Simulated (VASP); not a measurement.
# Si5Mo3 in VASP: a series of runs

Runs on Si5Mo3. Level: PBE. Tasks: single point.

Everything below comes from runs of VASP 6.6.1. Logs are shortened: lines on timing, memory, paths and dates and some standing lists are left out, and cuts for length are marked.

## 1. The cell of the first run

The cell holds a disordered packing, 24 atoms: a = 7.460 Å, b = 6.805 Å, c = 7.543 Å, α = 88.30°, β = 87.28°, γ = 88.68°.

## 2. Single point, PBE

The input, INCAR:

```
PREC     = Accurate       # precision mode
ENCUT    = 400            # plane-wave cutoff, eV
EDIFF    = 1E-6           # SCF threshold, eV
ISMEAR   = -1             # smearing method
SIGMA    = 0.1069         # smearing width, eV
LREAL    = Auto         
LASPH    = T              # aspherical terms in the spheres
NELM     = 120            # most SCF steps
ALGO     = Normal         # electronic algorithm
ISIF     = 2              # what is computed and relaxed
LWAVE    = F              # write WAVECAR
LCHARG   = F              # write CHGCAR
GGA      = PE             # functional
NBANDS   = 111            # bands
ISYM     = -1           
GGA_COMPAT= F
```

The input, KPOINTS:

```
explicit points
1
Reciprocal
  0.25000000   0.25000000   0.25000000 1
```

The input, POSCAR:

```
Si5Mo3
1.0
    7.4574090000      0.0809830000      0.1775480000
    0.0809830000      6.8034930000      0.1053960000
    0.1775480000      0.1053960000      7.5398230000
Si Mo
15 9
Direct
    0.9436548118      1.0143148354      0.8370348016
    0.5825002658      0.1016723022      0.3387565449
    0.7906231098      0.5254933086      0.5338335602
    0.4801072532      0.3424843708      0.7577750081
    0.2809015990      0.8060977585      0.4291271829
    0.1518231898      0.2902390177      1.0178258912
    0.1326298175      0.9332332454      0.0945613432
    0.6320451247      0.8669627896      0.5595261642
    0.3229539498      0.8278891663      0.8452889366
    0.2207343003      0.0830410252      0.6253865475
    0.8240521017      0.3670745487      0.8768707181
    0.6286088930      0.6623239127      0.2801744096
    0.1571013772      0.5058297564      0.2581620990
    0.5380222951      0.0944526431      0.0281931402
    0.4359115684      0.4033586554      0.4526716853
    0.7809993097      0.1892138635      0.5895398009
    0.8270940215      0.9093482182      0.1561653962
    0.6521088991      0.7356612358      0.8999885830
    0.0499421182      0.6690630830      0.9279150590
    0.4490312541      0.4531668323      0.0873536988
    0.8522767515      0.3602842529      0.2042646688
    0.2570398560      0.1510645885      0.3247966808
    0.1061815957      0.4823350253      0.6201955255
    0.9717722620      0.8179451461      0.5649634788
```

Potentials or basis: VASP PAW PBE potentials, release 64 (Si, Mo_sv).

Run with:

```bash
$ cat potpaw_PBE.64/Si/POTCAR potpaw_PBE.64/Mo_sv/POTCAR > POTCAR
$ mpirun -np 1 vasp_std > vasp.out
```

OUTCAR:

```text
PREC = Accurate
   ENCUT = 400
   EDIFF = 1E-6
   ISMEAR = -1
   LREAL = Auto
   LASPH = T
   NELM = 120
   ISIF = 2
   GGA = PE
   ISYM = -1

 ion  position               nearest neighbor table
   1  0.944  0.014  0.837-  24 2.48   7 2.50  16 2.53  19 2.55  11 2.56  10 2.59  17 2.61   6 2.88
                            18 2.93   9 3.08
   2  0.583  0.102  0.339-   8 2.31  14 2.38  22 2.45  15 2.46  16 2.55  17 2.59  21 2.84  12 3.04
                             5 3.09  20 3.18
   3  0.791  0.525  0.534-  16 2.32  24 2.45  12 2.46  23 2.48   8 2.59  21 2.77  11 2.79  15 2.89
                             4 3.07  18 3.26
   4  0.480  0.342  0.758-  15 2.36  20 2.62  14 2.65  16 2.73  11 2.77  10 2.88   3 3.07   6 3.08
                            23 3.14  18 3.23
   5  0.281  0.806  0.429-  10 2.45  22 2.46  24 2.48  13 2.65   8 2.88  23 2.90   7 2.90  12 2.94
                            15 2.95   2 3.09
   6  0.152  0.290  0.018-  13 2.37   7 2.49  20 2.58  22 2.62  21 2.62  19 2.75  11 2.75   1 2.88
                             4 3.08  23 3.27
   7  0.133  0.933  0.095-  17 2.31  19 2.33   9 2.42   6 2.49   1 2.50  22 2.54   5 2.90  13 3.13

   8  0.632  0.867  0.560-   2 2.31  16 2.50  24 2.55  12 2.56   3 2.59  18 2.70   5 2.88   9 3.09
                            17 3.32
   9  0.323  0.828  0.845-  19 2.38   7 2.42  10 2.50  18 2.57  14 2.87   1 3.08   8 3.09  20 3.24

  10  0.221  0.083  0.625-  22 2.31   5 2.45   9 2.50   1 2.59  24 2.68  23 2.83   4 2.88  15 2.97

  11  0.824  0.367  0.877-  21 2.49  16 2.55   1 2.56  19 2.73   6 2.75   4 2.77   3 2.79  18 2.80
                            23 2.90  14 3.02  20 3.20
  12  0.629  0.662  0.280-  17 2.40   3 2.46  20 2.52   8 2.56  15 2.58  21 2.68  18 2.89   5 2.94
                             2 3.04
  13  0.157  0.506  0.258-   6 2.37  20 2.50  22 2.55  21 2.56   5 2.65  15 2.67  23 2.74  19 2.84
                             7 3.13
  14  0.538  0.094  0.028-   2 2.38  20 2.56   4 2.65  17 2.68  18 2.75   9 2.87  22 3.02  11 3.02

  15  0.436  0.403  0.453-   4 2.36  22 2.45   2 2.46  12 2.58  13 2.67  23 2.76  20 2.76   3 2.89
                             5 2.95  10 2.97  16 3.13
  16  0.781  0.189  0.590-   3 2.32   8 2.50   1 2.53   2 2.55  11 2.55   4 2.73  24 2.88  21 3.12
                            15 3.13  23 3.20
  17  0.827  0.909  0.156-   7 2.31  12 2.40   2 2.59   1 2.61  14 2.68  18 2.70  19 2.86  21 3.11
                             8 3.32  24 3.35
  18  0.652  0.736  0.900-   9 2.57  17 2.70   8 2.70  14 2.75  20 2.79  11 2.80  12 2.89   1 2.93
                            19 3.01   4 3.23   3 3.26  24 3.43
  19  0.050  0.669  0.928-   7 2.33   9 2.38   1 2.55  23 2.69  11 2.73   6 2.75  13 2.84  17 2.86
                            24 2.97  18 3.01  21 3.24
  20  0.449  0.453  0.087-  13 2.50  12 2.52  14 2.56   6 2.58   4 2.62  15 2.76  18 2.79  22 3.03
                             2 3.18  11 3.20  21 3.22   9 3.24
  21  0.852  0.360  0.204-  11 2.49  13 2.56   6 2.62  12 2.68   3 2.77   2 2.84  17 3.11  16 3.12
                            20 3.22  19 3.24  22 3.46
  22  0.257  0.151  0.325-  10 2.31  15 2.45   2 2.45   5 2.46   7 2.54  13 2.55   6 2.62  14 3.02
                            20 3.03  23 3.35  21 3.46
  23  0.106  0.482  0.620-   3 2.48  24 2.50  19 2.69  13 2.74  15 2.76  10 2.83  11 2.90   5 2.90
                             4 3.14  16 3.20   6 3.27  22 3.35
  24  0.972  0.818  0.565-   3 2.45   5 2.48   1 2.48  23 2.50   8 2.55  10 2.68  16 2.88  19 2.97
                            17 3.35  18 3.43

IMPORTANT INFORMATION: All symmetrisations will be switched off!
NOSYMM: (Re-)initialisation of all symmetry stuff for point group C_1.

----------------------------------------------------------------------------------------

                                     Primitive cell

  volume of cell :     382.2000

  direct lattice vectors                    reciprocal lattice vectors
     7.457409000  0.080983000  0.177548000     0.134186363 -0.001548626 -0.003138177
     0.080983000  6.803493000  0.105396000    -0.001548626  0.147033030 -0.002018846
     0.177548000  0.105396000  7.539823000    -0.003138177 -0.002018846  0.132731227

  length of vectors
     7.459961832  6.804791221  7.542649566     0.134231987  0.147055044  0.132783668

  position of ions in fractional coordinates (direct lattice)
     0.943654812  0.014314835  0.837034802
     0.582500266  0.101672302  0.338756545
     0.790623110  0.525493309  0.533833560
     0.480107253  0.342484371  0.757775008
     0.280901599  0.806097759  0.429127183
     0.151823190  0.290239018  0.017825891
[... 16 lines left out ...]
     0.106181596  0.482335025  0.620195526
     0.971772262  0.817945146  0.564963479

  ion indices of the primitive-cell ions
   primitive index   ion index
                 1           1
                 2           2
                 3           3
                 4           4
                 5           5
                 6           6
[... 16 lines left out ...]
                23          23
                24          24

----------------------------------------------------------------------------------------

 KPOINTS: explicit points

Read explicit list of k-points.

 Found      1 k-points:

 Following reciprocal coordinates:
            Coordinates               Weight
  0.250000  0.250000  0.250000      1.000000
   k-points           NKPTS =      1   k-points in BZ     NKDIM =      1   number of bands    NBANDS=    111
   number of dos      NEDOS =    301   number of ions     NIONS =     24
   total plane-waves  NPLWV = 120000
   dimension x,y,z NGX =    50 NGY =   48 NGZ =   50
   dimension x,y,z NGXF=   100 NGYF=   96 NGZF=  100
   ions per type =              15   9
   NGX,Y,Z   is equivalent  to a cutoff of  11.14, 11.73, 11.02 a.u.
   NGXF,Y,Z  is equivalent  to a cutoff of  22.29, 23.45, 22.04 a.u.
 SYSTEM =  unknown system
   PREC   = accura    normal or accurate (medium, high low for compatibility)
   ISTART =      0    job   : 0-new  1-cont  2-samecut
   ICHARG =      2    charge: 1-file 2-atom 10-const
   ISPIN  =      1    spin polarized calculation?
   LNONCOLLINEAR =      F non collinear calculations
   LSORBIT =      F    spin-orbit coupling
   LASPH  =      T    aspherical Exc in radial PAW
   ENCUT  =  400.0 eV  29.40 Ry    5.42 a.u.  12.17 11.10 12.30*2*pi/ulx,y,z
   NELM   =    120;   NELMIN=  2; NELMDL= -5     # of ELM steps
   EDIFF  = 0.1E-05   stopping-criterion for ELM
   LREAL  =      T    real-space projection
   EDIFFG = 0.1E-04   stopping-criterion for IOM
   NSW    =      0    number of steps for IOM
   IBRION =     -1    ionic relax: 0-MD 1-quasi-New 2-CG
   NFREE  =      0    steps in history (QN), initial steepest desc. (CG)
   ISIF   =      2    stress and relaxation
   ISYM   =     -1    0-nonsym 1-usesym 2-fastsym
   POTIM  = 0.5000    time-step for ionic-motion
   TEBEG  =    0.0;   TEEND  =   0.0 temperature during run
   PSTRESS=    0.0 pullay stress
   NELECT =     186.0000    total number of electrons
   NUPDOWN=      -1.0000    fix difference up-down
   EMIN   =  10.00;   EMAX   =-10.00  energy-range for DOS
   EFERMI =   0.00;   METHOD = LEGACY
   ISMEAR =    -1;   SIGMA  =   0.11  broadening in eV -4-tet -1-fermi 0-gaus
   EFERMI_NEDOS =   21; number of points for ismear=-14 and -15
   IALGO  =     38    algorithm
   IMIX   =      4    mixing-type and parameters
     AMIX     =   0.40;   BMIX     =  1.00
     AMIX_MAG =   1.60;   BMIX_MAG =  1.00
  volume/ion in A,a.u.               =      15.92       107.47
  Fermi-wavevector in a.u.,A,eV,Ry     =   1.287703  2.433405 22.560883  1.658178
  Thomas-Fermi vector in A             =   2.419701
   LORBIT       =      0    0 simple, 1 ext, 2 COOP (PROOUT), +10 PAW based schemes
   GGA     = PE    functional components
   LHFCALC =     F    Hartree Fock is set to
   AEXX    =    0.0000 exact exchange contribution
   IVDW    =     0    specifies the selected vdW correction
   LEPSILON=     F    determine dielectric tensor
   LRPA    =     F    only Hartree local field effects (RPA)
 non-spin polarized calculation
  energy-cutoff  :      400.00
  volume of cell :      382.20
 maximum number of plane-waves:      6944
 NGX is ok and might be reduce to    48
   NGX = 25   NGY = 23   NGZ = 25

 number of electron     185.9999981 magnetization

 Free energy of the ion-electron system (eV)
  ---------------------------------------------------
  ext. energy  EPLUGINS =         0.00000000
  ---------------------------------------------------
  free energy    TOTEN  =      -173.49929441 eV

  energy without entropy =     -172.88388738  energy(sigma->0) =     -173.19159089

 E-fermi :   9.8503     XC(G=0): -11.6074

 val. band max:        9.7557425896   @ k =   0.2500   0.2500   0.2500
 cond. band min:       9.9523221211   @ k =   0.2500   0.2500   0.2500
 fundamental gap:      0.1965795315
 Fermi energy:         9.8503155683

 k-point     1 :       0.2500    0.2500    0.2500
  band No.  band energies     occupation
      1     -51.1775      2.00000
      2     -51.0198      2.00000
      3     -50.9639      2.00000
      4     -50.8598      2.00000
      5     -50.8275      2.00000
      6     -50.7960      2.00000
[... 97 lines left out ...]
    104      11.2803      0.00000
    105      11.3919      0.00000
 [bands above 105 left out]

------------------------ aborting loop because EDIFF is reached ----------------------------------------

  FORCE on cell =-STRESS in cart. coord.  units (eV):
  Direction    XX          YY          ZZ          XY          YZ          ZX
  --------------------------------------------------------------------------------------
  -------------------------------------------------------------------------------------
  Total       -0.4360500     -0.3218732     -7.7139696      0.9025656     -2.5473180      1.6095820
  in kB       -1.8279160     -1.3492884    -32.3368602      3.7835431    -10.6783239      6.7473467
  external PRESSURE =     -11.8380215 kB  Pullay stress =       0.0000000 kB

 VOLUME and BASIS-vectors are now :
 -----------------------------------------------------------------------------
  energy-cutoff  :      400.00
  volume of cell :      382.20
      direct lattice vectors                 reciprocal lattice vectors
     7.457409000  0.080983000  0.177548000     0.134186363 -0.001548626 -0.003138177
     0.080983000  6.803493000  0.105396000    -0.001548626  0.147033030 -0.002018846
     0.177548000  0.105396000  7.539823000    -0.003138177 -0.002018846  0.132731227

 POSITION                                       TOTAL-FORCE (eV/Angst)
 -----------------------------------------------------------------------------------
      7.18699      0.26203      6.48015        -0.838200      0.100173      0.531437
      4.41232      0.77460      2.66830         0.390723      0.942599     -0.313673
      6.03334      3.69548      4.22077        -0.603698      0.925364     -0.585578
      3.74263      2.44884      5.83483         0.450756      0.187318      0.849076
      2.23627      5.55226      3.37038         0.811928     -1.292113     -0.308529
      1.15888      1.98881      0.19195        -0.427499      0.181554     -1.579480
[... 16 lines left out ...]
      0.94101      3.35553      4.74585         1.884174     -0.051296     -0.611827
      7.41345      5.70313      4.51847         0.553199      0.996340      0.512296
 -----------------------------------------------------------------------------------
    total drift:                                0.004776     -0.001705      0.003740

  FREE ENERGIE OF THE ION-ELECTRON SYSTEM (eV)
  ---------------------------------------------------
  free  energy   TOTEN  =      -173.4992944120 eV

  energy  without entropy=     -172.8838873774  energy(sigma->0) =     -173.19159089
```

Run time: 2 min. Hardware: 1 thread of Intel Xeon 8259CL, shared host; peak memory 0.34 GiB.

What came out:

```
Free energy   : -173.4993 eV
Pressure      : -1.2 GPa
Largest force : 3.553 eV/Å
```

Forces on the atoms (eV/Å):
```
Si  -0.838  0.100  0.531
Si   0.391  0.943 -0.314
Si  -0.604  0.925 -0.586
Si   0.451  0.187  0.849
Si   0.812 -1.292 -0.309
Si  -0.427  0.182 -1.579
Si   2.597  1.410  1.792
Si  -0.655 -1.360  0.729
Si   2.122  0.213 -0.957
Si  -0.193  0.318  2.625
Si   0.096  1.114 -0.216
Si  -0.503 -0.722 -0.259
Si  -0.762  1.431  0.645
Si   0.062 -0.820  0.036
Si   0.400  0.890 -0.192
Mo  -0.087 -1.187 -0.223
Mo  -2.210  0.608  0.852
Mo   0.070 -0.353  0.240
Mo  -1.233 -3.332 -0.020
Mo   0.315 -0.258 -1.420
Mo  -0.653  0.056  0.299
Mo  -1.589  0.001 -2.423
Mo   1.884 -0.051 -0.612
Mo   0.553  0.996  0.512
```

Levels at points of the mesh, in eV from the Fermi level:
```csv
k point,band 91,band 92,band 93,band 94,band 95,band 96
"(0.25, 0.25, 0.25)",-0.26,-0.17,-0.09,0.10,0.14,0.29
```

Caveat: the atoms stand as in a frame of molecular dynamics.

(Part 1 of 2 ends here.)
